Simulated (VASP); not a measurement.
# CdO (Fm-3m) in VASP: single point with PBE

Aim: the single point of CdO with PBE.

Everything below comes from runs of VASP 6.6.1. Logs are shortened: lines on timing, memory, paths and dates and some standing lists are left out, and cuts for length are marked.

## Step 1: The cell of the first run

The structure is cubic, space group Fm-3m (No. 225). The conventional cell has a = 4.768 Å, b = 4.768 Å, c = 4.768 Å, α = 90.00°, β = 90.00°, γ = 90.00°. Cd (site symmetry m-3m) has 6 O at 2.38 Å within 3.1 Å. Within 3.1 Å of O (site symmetry m-3m) lie 6 Cd at 2.38 Å.

## Step 2: Single point, PBE

File INCAR:

```
PREC = Accurate ; ENCUT = 700
EDIFF = 1E-6 ; ISMEAR = -1
SIGMA = 0.02 ; LREAL = F
LASPH = T ; NELM = 120
ALGO = Normal ; ISIF = 2
LWAVE = F ; LCHARG = T
GGA = PE ; LELF = T
LVHAR = T ; NBANDS = 20
GGA_COMPAT = F
```

File KPOINTS:

```
regular mesh
0
Gamma
  8 8 8
```

File POSCAR:

```
CdO
1.0
    0.0000000000      2.3840067006      2.3840067006
    2.3840067006      0.0000000000      2.3840067006
    2.3840067006      2.3840067006      0.0000000000
Cd O
1 1
Direct
    0.0000000000      0.0000000000      0.0000000000
    0.5000000000      0.5000000000      0.5000000000
```

Potentials or basis: VASP PAW PBE potentials, release 64 (Cd_sv_GW, O).

Started as:

```
> cat potpaw_PBE.64/Cd_sv_GW/POTCAR potpaw_PBE.64/O/POTCAR > POTCAR
> mpirun -np 1 vasp_std > vasp.out
```

OUTCAR:

```text
PREC = Accurate
   ENCUT = 700
   EDIFF = 1E-6
   ISMEAR = -1
   LREAL = F
   LASPH = T
   NELM = 120
   ISIF = 2
   GGA = PE

 ion  position               nearest neighbor table
   1  0.000  0.000  0.000-
   2  0.500  0.500  0.500-

  LATTYP: Found a face centered cubic cell.
 ALAT       =     4.7680134012

  Lattice vectors:

 A1 = (   0.0000000000,   2.3840067006,   2.3840067006)
 A2 = (   2.3840067006,   0.0000000000,   2.3840067006)
 A3 = (   2.3840067006,   2.3840067006,   0.0000000000)

Analysis of symmetry for initial positions (statically):
=====================================================================
 Subroutine PRICEL returns:
 Original cell was already a primitive cell.

 Routine SETGRP: Setting up the symmetry group for a
 face centered cubic supercell.

 Subroutine GETGRP returns: Found 48 space group operations
 (whereof 48 operations were pure point group operations)
 out of a pool of 48 trial point group operations.

The static configuration has the point symmetry O_h .

Analysis of symmetry for dynamics (positions and initial velocities):
=====================================================================
 Subroutine PRICEL returns:
 Original cell was already a primitive cell.

 Routine SETGRP: Setting up the symmetry group for a
 face centered cubic supercell.

 Subroutine GETGRP returns: Found 48 space group operations
 (whereof 48 operations were pure point group operations)
 out of a pool of 48 trial point group operations.

The dynamic configuration has the point symmetry O_h .

 Subroutine INISYM returns: Found 48 space group operations
 (whereof 48 operations are pure point group operations),
 and found     1 'primitive' translations

----------------------------------------------------------------------------------------

                                     Primitive cell

  volume of cell :      27.0989

  direct lattice vectors                    reciprocal lattice vectors
     0.000000000  2.384006701  2.384006701    -0.209730954  0.209730954  0.209730954
     2.384006701  0.000000000  2.384006701     0.209730954 -0.209730954  0.209730954
     2.384006701  2.384006701  0.000000000     0.209730954  0.209730954 -0.209730954

  length of vectors
     3.371494609  3.371494609  3.371494609     0.363264668  0.363264668  0.363264668

  position of ions in fractional coordinates (direct lattice)
     0.000000000  0.000000000  0.000000000
     0.500000000  0.500000000  0.500000000

  ion indices of the primitive-cell ions
   primitive index   ion index
                 1           1
                 2           2

----------------------------------------------------------------------------------------

 KPOINTS: regular mesh

Automatic generation of k-mesh.
 Grid dimensions read from file:
 generate k-points for:    8    8    8

 Generating k-lattice:

  Cartesian coordinates                     Fractional coordinates (reciprocal lattice)
    -0.026216369  0.026216369  0.026216369     0.125000000  0.000000000  0.000000000
     0.026216369 -0.026216369  0.026216369     0.000000000  0.125000000  0.000000000
     0.026216369  0.026216369 -0.026216369     0.000000000  0.000000000  0.125000000

  Length of vectors
     0.045408084  0.045408084  0.045408084

  Shift w.r.t. Gamma in fractional coordinates (k-lattice)
     0.000000000  0.000000000  0.000000000

 Subroutine IBZKPT returns following result:
 ===========================================

 Found     29 irreducible k-points:

 Following reciprocal coordinates:
            Coordinates               Weight
  0.000000  0.000000  0.000000      1.000000
  0.125000  0.000000  0.000000      8.000000
  0.250000  0.000000  0.000000      8.000000
  0.375000  0.000000  0.000000      8.000000
  0.500000  0.000000  0.000000      4.000000
  0.125000  0.125000  0.000000      6.000000
[... 16 lines left out ...]
  0.500000  0.250000  0.125000     48.000000
 -0.375000  0.250000  0.125000     24.000000
 [... further k-points ...]
   k-points           NKPTS =     29   k-points in BZ     NKDIM =     29   number of bands    NBANDS=     20
   number of dos      NEDOS =    301   number of ions     NIONS =      2
   total plane-waves  NPLWV =  27000
   dimension x,y,z NGX =    30 NGY =   30 NGZ =   30
   dimension x,y,z NGXF=    60 NGYF=   60 NGZF=   60
   ions per type =               1   1
   NGX,Y,Z   is equivalent  to a cutoff of  14.79, 14.79, 14.79 a.u.
   NGXF,Y,Z  is equivalent  to a cutoff of  29.59, 29.59, 29.59 a.u.
 SYSTEM =  unknown system
   PREC   = accura    normal or accurate (medium, high low for compatibility)
   ISTART =      0    job   : 0-new  1-cont  2-samecut
   ICHARG =      2    charge: 1-file 2-atom 10-const
   ISPIN  =      1    spin polarized calculation?
   LNONCOLLINEAR =      F non collinear calculations
   LSORBIT =      F    spin-orbit coupling
   LASPH  =      T    aspherical Exc in radial PAW
   ENCUT  =  700.0 eV  51.45 Ry    7.17 a.u.   7.27  7.27  7.27*2*pi/ulx,y,z
   NELM   =    120;   NELMIN=  2; NELMDL= -5     # of ELM steps
   EDIFF  = 0.1E-05   stopping-criterion for ELM
   LREAL  =      F    real-space projection
   EDIFFG = 0.1E-04   stopping-criterion for IOM
   NSW    =      0    number of steps for IOM
   IBRION =     -1    ionic relax: 0-MD 1-quasi-New 2-CG
   NFREE  =      0    steps in history (QN), initial steepest desc. (CG)
   ISIF   =      2    stress and relaxation
   ISYM   =      2    0-nonsym 1-usesym 2-fastsym
   POTIM  = 0.5000    time-step for ionic-motion
   TEBEG  =    0.0;   TEEND  =   0.0 temperature during run
   PSTRESS=    0.0 pullay stress
   NELECT =      26.0000    total number of electrons
   NUPDOWN=      -1.0000    fix difference up-down
   EMIN   =  10.00;   EMAX   =-10.00  energy-range for DOS
   EFERMI =   0.00;   METHOD = LEGACY
   ISMEAR =    -1;   SIGMA  =   0.02  broadening in eV -4-tet -1-fermi 0-gaus
   EFERMI_NEDOS =   21; number of points for ismear=-14 and -15
   IALGO  =     38    algorithm
   IMIX   =      4    mixing-type and parameters
     AMIX     =   0.40;   BMIX     =  1.00
     AMIX_MAG =   1.60;   BMIX_MAG =  1.00
  volume/ion in A,a.u.               =      13.55        91.44
  Fermi-wavevector in a.u.,A,eV,Ry     =   1.614663  3.051270 35.472233  2.607136
  Thomas-Fermi vector in A             =   2.709535
   LORBIT       =      0    0 simple, 1 ext, 2 COOP (PROOUT), +10 PAW based schemes
   GGA     = PE    functional components
   LHFCALC =     F    Hartree Fock is set to
   AEXX    =    0.0000 exact exchange contribution
   IVDW    =     0    specifies the selected vdW correction
   LEPSILON=     F    determine dielectric tensor
   LRPA    =     F    only Hartree local field effects (RPA)
 non-spin polarized calculation
  energy-cutoff  :      700.00
  volume of cell :       27.10
 maximum number of plane-waves:      1158
 NGX is ok and might be reduce to    30
   NGX = 15   NGY = 15   NGZ = 15

 number of electron      25.9999997 magnetization

 Free energy of the ion-electron system (eV)
  ---------------------------------------------------
  ext. energy  EPLUGINS =         0.00000000
  ---------------------------------------------------
  free energy    TOTEN  =        -7.83470527 eV

  energy without entropy =       -7.83440745  energy(sigma->0) =       -7.83455636

 E-fermi :   4.5028     XC(G=0): -11.6591

 val. band max:        4.4586954187   @ k =   0.5000   0.0000   0.0000
 cond. band min:       5.3463395586   @ k =   0.1250   0.0000   0.0000
 fundamental gap:      0.8876441398
 Fermi energy:         4.5028278739

 k-point     1 :       0.0000    0.0000    0.0000
  band No.  band energies     occupation
      1     -95.9649      2.00000
      2     -57.0420      2.00000
      3     -57.0420      2.00000
      4     -57.0420      2.00000
      5     -12.5876      2.00000
      6      -2.1722      2.00000
[... 12 lines left out ...]
     19      22.0580      0.00000
     20      22.0580      0.00000

 k-point     2 :       0.1250    0.0000    0.0000
  band No.  band energies     occupation
      1     -95.9648      2.00000
      2     -57.0440      2.00000
      3     -57.0423      2.00000
      4     -57.0423      2.00000
      5     -12.4921      2.00000
      6      -2.2269      2.00000
[... 12 lines left out ...]
     19      22.6056      0.00000
     20      22.6056      0.00000

 k-point     3 :       0.2500    0.0000    0.0000
  band No.  band energies     occupation
      1     -95.9645      2.00000
      2     -57.0487      2.00000
      3     -57.0431      2.00000
      4     -57.0431      2.00000
      5     -12.2508      2.00000
      6      -2.4424      2.00000
[... 12 lines left out ...]
     19      23.5279      0.00000
     20      23.5279      0.00000

 k-point     4 :       0.3750    0.0000    0.0000
  band No.  band energies     occupation
      1     -95.9642      2.00000
      2     -57.0534      2.00000
      3     -57.0438      2.00000
      4     -57.0438      2.00000
      5     -11.9923      2.00000
      6      -2.7866      2.00000
[... 12 lines left out ...]
     19      24.8347      0.00000
     20      24.8348      0.00000

 k-point     5 :       0.5000    0.0000    0.0000
  band No.  band energies     occupation
      1     -95.9641      2.00000
      2     -57.0553      2.00000
      3     -57.0441      2.00000
      4     -57.0441      2.00000
      5     -11.8792      2.00000
      6      -2.9629      2.00000
[... 12 lines left out ...]
     19      24.7078      0.00000
     20      25.9582      0.00000

 k-point     6 :       0.1250    0.1250    0.0000
  band No.  band energies     occupation
      1     -95.9648      2.00000
      2     -57.0439      2.00000
      3     -57.0428      2.00000
      4     -57.0428      2.00000
      5     -12.4661      2.00000
      6      -2.2331      2.00000
[... 12 lines left out ...]
     19      23.2418      0.00000
     20      24.8489      0.00000

 k-point     7 :       0.2500    0.1250    0.0000
  band No.  band energies     occupation
      1     -95.9645      2.00000
      2     -57.0474      2.00000
      3     -57.0436      2.00000
      4     -57.0434      2.00000
      5     -12.2889      2.00000
      6      -2.4187      2.00000
[... 12 lines left out ...]
     19      23.7255      0.00000
     20      25.6381      0.00000
[... 277 lines left out ...]
 k-point    20 :      -0.3750    0.3750    0.0000
  band No.  band energies     occupation
      1     -95.9639      2.00000
      2     -57.0525      2.00000
      3     -57.0500      2.00000
      4     -57.0463      2.00000
      5     -11.9259      2.00000
      6      -2.5367      2.00000
[... 12 lines left out ...]
     19      25.4640      0.00000
     20      27.9076      0.00000

 k-point    21 :       0.5000    0.5000    0.0000
  band No.  band energies     occupation
      1     -95.9638      2.00000
      2     -57.0545      2.00000
      3     -57.0473      2.00000
      4     -57.0473      2.00000
      5     -12.0025      2.00000
      6      -2.5791      2.00000
[... 12 lines left out ...]
     19      26.8059      0.00000
     20      28.5397      0.00000

 k-point    22 :       0.3750    0.2500    0.1250
  band No.  band energies     occupation
      1     -95.9643      2.00000
      2     -57.0498      2.00000
      3     -57.0456      2.00000
      4     -57.0439      2.00000
      5     -12.1295      2.00000
      6      -2.5244      2.00000
[... 12 lines left out ...]
     19      25.2408      0.00000
     20      25.7907      0.00000

 k-point    23 :       0.5000    0.2500    0.1250
  band No.  band energies     occupation
      1     -95.9641      2.00000
      2     -57.0524      2.00000
      3     -57.0471      2.00000
      4     -57.0448      2.00000
      5     -11.9656      2.00000
      6      -2.5837      2.00000
[... 12 lines left out ...]
     19      24.5162      0.00000
     20      25.9721      0.00000

 k-point    24 :      -0.3750    0.2500    0.1250
  band No.  band energies     occupation
      1     -95.9640      2.00000
      2     -57.0536      2.00000
      3     -57.0475      2.00000
      4     -57.0453      2.00000
      5     -11.8963      2.00000
      6      -2.6557      2.00000
[... 12 lines left out ...]
     19      23.4289      0.00000
     20      26.5222      0.00000

 [... further k-points ...]

------------------------ aborting loop because EDIFF is reached ----------------------------------------

  FORCE on cell =-STRESS in cart. coord.  units (eV):
  Direction    XX          YY          ZZ          XY          YZ          ZX
  --------------------------------------------------------------------------------------
  -------------------------------------------------------------------------------------
  Total       -0.0360500     -0.0360500     -0.0360500      0.0000000      0.0000000      0.0000000
  in kB       -2.1313898     -2.1313898     -2.1313898      0.0000000      0.0000000      0.0000000
  external PRESSURE =      -2.1313898 kB  Pullay stress =       0.0000000 kB

 VOLUME and BASIS-vectors are now :
 -----------------------------------------------------------------------------
  energy-cutoff  :      700.00
  volume of cell :       27.10
      direct lattice vectors                 reciprocal lattice vectors
     0.000000000  2.384006701  2.384006701    -0.209730954  0.209730954  0.209730954
     2.384006701  0.000000000  2.384006701     0.209730954 -0.209730954  0.209730954
     2.384006701  2.384006701  0.000000000     0.209730954  0.209730954 -0.209730954

 POSITION                                       TOTAL-FORCE (eV/Angst)
 -----------------------------------------------------------------------------------
      0.00000      0.00000      0.00000        -0.000000      0.000000      0.000000
      2.38401      2.38401      2.38401         0.000000      0.000000      0.000000
 -----------------------------------------------------------------------------------
    total drift:                                0.000000      0.000000      0.000000

  FREE ENERGIE OF THE ION-ELECTRON SYSTEM (eV)
  ---------------------------------------------------
  free  energy   TOTEN  =        -7.8347052653 eV

  energy  without entropy=       -7.8344074482  energy(sigma->0) =       -7.83455636
```

It took 44 s on 1 thread of Intel Xeon Platinum 8259CL at 2.50GHz (Skylake/Cascade Lake), shared host; peak memory 0.19 GiB.

What came out:

* Free energy: -7.8347 eV
* Pressure: -0.2 GPa
* Band gap on the k mesh: zero (bands 13 and 14 overlap by 0.49 eV)

Levels at points of the mesh, in eV from the Fermi level:
```csv
k point,band 9,band 10,band 11,band 12,band 13,band 14,band 15,band 16,band 17,band 18
"(0.00, 0.00, 0.00)",-6.40,-6.40,-1.24,-1.24,-1.24,-0.54,14.45,16.69,16.69,16.69
"(0.50, 0.00, 0.00)",-6.18,-6.18,-3.74,-0.04,-0.04,4.38,6.97,11.63,11.63,17.28
"(0.50, 0.50, 0.00)",-6.06,-5.80,-4.05,-2.15,-2.15,3.68,8.30,11.03,12.91,12.91
```

Caveat: semilocal functionals underestimate gaps, and a narrow one can read as zero.

The gap in the log of VASP goes by the Fermi energy; the results here count the filled bands.